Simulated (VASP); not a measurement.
# Sb2Pt (Fm-3m) in VASP: a series of runs, part 2 of 2

VASP 6.6.1.

### Step 3. Relaxation of cell and atoms, PBE

This run uses another cell than the first one, of 24.48 Å³/atom.

The input, INCAR:

```
PREC = Accurate ; ENCUT = 600
EDIFF = 1E-6 ; ISMEAR = 0
SIGMA = 0.1 ; LREAL = F
LASPH = T ; NELM = 60
ALGO = Normal ; ISIF = 3
LWAVE = F ; LCHARG = F
GGA = PE ; IBRION = 2
NSW = 100 ; EDIFFG = -0.01
```

The input, KPOINTS:

```
Automatic mesh
0
Gamma
  12 12 12
```

The input, POSCAR:

```
Sb2Pt
1.0
    0.0000000000      3.3238608951      3.3238608951
    3.3238608951      0.0000000000      3.3238608951
    3.3238608951      3.3238608951      0.0000000000
Sb Pt
2 1
Direct
    0.2500000000      0.2500000000      0.2500000000
    0.7500000000      0.7500000000      0.7500000000
    0.0000000000      0.0000000000      0.0000000000
```

Potentials or basis: VASP PAW PBE potentials, release 64 (Sb, Pt).

Run with:

```sh
$ cat potpaw_PBE.64/Sb/POTCAR potpaw_PBE.64/Pt/POTCAR > POTCAR
$ mpirun -np 1 vasp_std > vasp.out
```

OUTCAR:

```text
PREC = Accurate
   ENCUT = 600
   EDIFF = 1E-6
   ISMEAR = 0
   LREAL = F
   LASPH = T
   NELM = 60
   ISIF = 3
   GGA = PE
   IBRION = 2
   NSW = 100
   EDIFFG = -0.01

 ion  position               nearest neighbor table
   1  0.250  0.250  0.250-   3 2.88   3 2.88   3 2.88   3 2.88   2 3.32   2 3.32   2 3.32   2 3.32
                             2 3.32   2 3.32
   2  0.750  0.750  0.750-   3 2.88   3 2.88   3 2.88   3 2.88   1 3.32   1 3.32   1 3.32   1 3.32
                             1 3.32   1 3.32
   3  0.000  0.000  0.000-   2 2.88   2 2.88   2 2.88   1 2.88   1 2.88   1 2.88   2 2.88   1 2.88

  LATTYP: Found a face centered cubic cell.
 ALAT       =     6.6477217902

  Lattice vectors:

 A1 = (   0.0000000000,   3.3238608951,   3.3238608951)
 A2 = (   3.3238608951,   0.0000000000,   3.3238608951)
 A3 = (   3.3238608951,   3.3238608951,   0.0000000000)

Analysis of symmetry for initial positions (statically):
=====================================================================
 Subroutine PRICEL returns:
 Original cell was already a primitive cell.

 Routine SETGRP: Setting up the symmetry group for a
 face centered cubic supercell.

 Subroutine GETGRP returns: Found 48 space group operations
 (whereof 48 operations were pure point group operations)
 out of a pool of 48 trial point group operations.

The static configuration has the point symmetry O_h .

Analysis of symmetry for dynamics (positions and initial velocities):
=====================================================================
 Subroutine PRICEL returns:
 Original cell was already a primitive cell.

 Routine SETGRP: Setting up the symmetry group for a
 face centered cubic supercell.

 Subroutine GETGRP returns: Found 48 space group operations
 (whereof 48 operations were pure point group operations)
 out of a pool of 48 trial point group operations.

[... 143 lines left out ...]

 number of electron      20.0000001 magnetization

 Free energy of the ion-electron system (eV)
  ---------------------------------------------------
  ext. energy  EPLUGINS =         0.00000000
  ---------------------------------------------------
  free energy    TOTEN  =       -15.22799664 eV

  energy without entropy =      -15.22285547  energy(sigma->0) =      -15.22542606

------------------------ aborting loop because EDIFF is reached ----------------------------------------

  FORCE on cell =-STRESS in cart. coord.  units (eV):
  Direction    XX          YY          ZZ          XY          YZ          ZX
  --------------------------------------------------------------------------------------
  -------------------------------------------------------------------------------------
  Total       -0.2096693     -0.2096693     -0.2096693     -0.0000000     -0.0000000      0.0000000
  in kB       -4.5739033     -4.5739033     -4.5739033     -0.0000000     -0.0000000      0.0000000
  external PRESSURE =      -4.5739033 kB  Pullay stress =       0.0000000 kB
[... 61 lines left out ...]
--------------------------------------- Ionic step        3  -------------------------------------------

 number of electron      20.0000001 magnetization

 Free energy of the ion-electron system (eV)
  ---------------------------------------------------
  ext. energy  EPLUGINS =         0.00000000
  ---------------------------------------------------
  free energy    TOTEN  =       -15.22848657 eV

  energy without entropy =      -15.22337936  energy(sigma->0) =      -15.22593297

 E-fermi :   8.5299     XC(G=0): -10.4835

 val. band max:        8.4984416771   @ k =  -0.3333   0.0833   0.0000
 cond. band min:       8.5317541038   @ k =   0.1667   0.0000   0.0000
 fundamental gap:      0.0333124267
 Fermi energy:         8.5298795697

 k-point     1 :       0.0000    0.0000    0.0000
  band No.  band energies     occupation
      1      -4.0872      2.00000
      2       2.1157      2.00000
      3       3.1630      2.00000
      4       3.1630      2.00000
      5       3.1630      2.00000
      6       5.1144      2.00000
      7       5.1144      2.00000
      8       9.6007      0.00000
      9       9.6007      0.00000
     10       9.6007      0.00000
     11       9.6731      0.00000
     12       9.6731      0.00000
     13       9.6731      0.00000
     14      11.4818      0.00000
[... 377 lines left out ...]
      1      -1.9710      2.00000
      2      -1.3835      2.00000
      3       3.2723      2.00000
      4       3.7829      2.00000
      5       3.8747      2.00000
      6       4.9126      2.00000
      7       5.1348      2.00000
      8       5.7815      2.00000
      9       6.5092      2.00000
     10       7.7939      2.00000
     11       8.7908      0.00022
     12      10.3160      0.00000
     13      10.9411      0.00000
     14      12.8921      0.00000

 [... further k-points ...]

------------------------ aborting loop because EDIFF is reached ----------------------------------------

  FORCE on cell =-STRESS in cart. coord.  units (eV):
  Direction    XX          YY          ZZ          XY          YZ          ZX
  --------------------------------------------------------------------------------------
  -------------------------------------------------------------------------------------
  Total        0.0202977      0.0202977      0.0202977     -0.0000000      0.0000000      0.0000000
  in kB        0.4448769      0.4448769      0.4448769     -0.0000000      0.0000000      0.0000000
  external PRESSURE =       0.4448769 kB  Pullay stress =       0.0000000 kB
[... 18 lines left out ...]
  FREE ENERGIE OF THE ION-ELECTRON SYSTEM (eV)
  ---------------------------------------------------
  free  energy   TOTEN  =       -15.2284865748 eV

  energy  without entropy=      -15.2233793558  energy(sigma->0) =      -15.22593297

 reached required accuracy - stopping structural energy minimisation
```

OSZICAR:

```text
N       E                     dE             d eps       ncg     rms          rms(c)
DAV:   1     0.113684060679E+03    0.11368E+03   -0.86958E+03  2016   0.135E+03
[... 23 lines left out ...]
       N       E                     dE             d eps       ncg     rms          rms(c)
DAV:   1    -0.152334330884E+02   -0.56262E-02   -0.77085E-02  2076   0.259E+00    0.454E-01
DAV:   2    -0.152296038468E+02    0.38292E-02   -0.31892E-02  2112   0.176E+00    0.256E-01
DAV:   3    -0.152286050005E+02    0.99885E-03   -0.33071E-03  2130   0.583E-01    0.933E-02
DAV:   4    -0.152284975166E+02    0.10748E-03   -0.61152E-04  2070   0.133E-01    0.198E-02
DAV:   5    -0.152284857423E+02    0.11774E-04   -0.60276E-05  2066   0.725E-02    0.194E-02
DAV:   6    -0.152284865748E+02   -0.83257E-06   -0.60752E-06  2154   0.235E-02
   3 F= -.15228487E+02 E0= -.15225933E+02  d E =-.489930E-03
```

Wall time 97 s (1 thread of Intel Xeon 6975P-C (Granite Rapids), shared host); peak memory 0.31 GiB.

Results:

```
Free energy                           : -15.2285 eV
Relaxed volume                        : 24.37 Å³/atom
Relaxed cell                          : a = 4.693 Å, b = 4.693 Å, c = 4.693 Å, α = 60.00°, β = 60.00°, γ = 60.00°
Space group after relaxing (to 0.1 Å) : Fm-3m (No. 225)
Energy gained by relaxing             : 0.2 meV/atom
Ionic steps                           : 3
Pressure after relaxing               : 0.0 GPa
Band gap on the k mesh                : zero (bands 10 and 11 overlap by 1.94 eV)
```

The path:
| step | energy change (eV) | largest force (eV/Å) | pressure (GPa) | volume (Å³) |
| --- | --- | --- | --- | --- |
| 1 | 0.0000 | 0.0000 | -0.46 | 73.44 |
| 2 | 0.0002 | 0.0000 | 0.56 | 72.70 |
| 3 | -0.0005 | 0.0000 | 0.04 | 73.10 |

Final structure:
```xyz
3
Lattice="0.0000 3.3187 3.3187 3.3187 0.0000 3.3187 3.3187 3.3187 0.0000" Properties=species:S:1:pos:R:3 pbc="T T T"
Sb    1.6593    1.6593    1.6593
Sb    4.9780    4.9780    4.9780
Pt    0.0000    0.0000    0.0000
```

Levels at points of the mesh, in eV from the Fermi level:
| k point | band 8 | band 9 | band 10 | band 11 | band 12 | band 13 |
| --- | --- | --- | --- | --- | --- | --- |
| (0.00, 0.00, 0.00) | 1.07 | 1.07 | 1.07 | 1.14 | 1.14 | 1.14 |
| (0.50, 0.00, 0.00) | -1.89 | -1.89 | -1.09 | -0.87 | 1.40 | 1.40 |
| (0.50, 0.50, 0.00) | -3.43 | -3.23 | -1.65 | 1.52 | 4.38 | 4.38 |

Caveat: spin-orbit coupling is left out, which moves the levels of the heavy elements.

The gap in the log of VASP goes by the Fermi energy; the results here count the filled bands.